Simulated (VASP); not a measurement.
Write the native input for VASP 6.6.1 that does the following.

```yaml
Task: single point
Functional: r2SCAN
Potentials_or_basis: VASP PAW PBE potentials, release 64 (Au)
Cutoff: 520 eV
k_mesh: 6 × 6 × 4
Occupations: gaussian, width 0.1 eV
Spin: no spin polarisation
Dipole_correction: no
Further_INCAR_settings: ALGO = Normal; EDIFF = 1e-07; NBANDS = 18
```

The system is Au.

```xyz
2
Lattice="1.4113 -2.5559 0.0000 1.4113 2.5559 0.0000 0.0000 0.0000 4.8932" Properties=species:S:1:pos:R:3 pbc="T T T"
Au    1.4113   -0.8451    1.2233
Au    1.4113    0.8451    3.6699
```

One way to write it, as run:

POSCAR

```
Au
1.0
    1.4113099650     -2.5559330250      0.0000000000
    1.4113099650      2.5559330250      0.0000000000
    0.0000000000      0.0000000000      4.8931696100
Au
2
Direct
    0.6653279700      0.3346720300      0.2500000000
    0.3346720300      0.6653279700      0.7500000000
```

INCAR.step1

```
  ALGO = Normal
  EDIFF = 1E-4
  ENCUT = 520
  GGA = PE
  ISMEAR = 0
  LASPH = True
  LCHARG = False
  LREAL = False
  LWAVE = True
  NBANDS = 18
  NELM = 80
  PREC = Accurate
  SIGMA = 0.1
```

INCAR.step2

```
  ALGO = Normal
  EDIFF = 1E-7
  ENCUT = 520
  ISIF = 2
  ISMEAR = 0
  ISTART = 1
  LASPH = True
  LCHARG = False
  LMIXTAU = True
  LREAL = False
  LWAVE = False
  METAGGA = R2SCAN
  NBANDS = 18
  NELM = 80
  PREC = Accurate
  SIGMA = 0.1
```

KPOINTS

```
k-points
0
Gamma
  6 6 4
```

Potentials or basis: VASP PAW PBE potentials, release 64 (Au).

Launch:

```bash
$ cat potpaw_PBE.64/Au/POTCAR > POTCAR
$ cp INCAR.step1 INCAR
$ mpirun -np 1 vasp_std > vasp.out
$ cp INCAR.step2 INCAR
$ mpirun -np 1 vasp_std > vasp.out
```

Results of the run:

* Pressure: 0.4 GPa
* Band gap on the k mesh: zero (band 11 reaches 12.94 eV, above the bottom of band 12 at 6.01 eV)

Caveat: the k points lie up to 0.42 Å⁻¹ apart; the PAW data sets were made with another functional, which shifts forces and pressure a little; spin-orbit coupling is left out, which moves the levels of the heavy elements.

Run time: 40 s on 1 thread of Intel Xeon 6975P-C, on a shared host, peak memory 0.17 GiB.
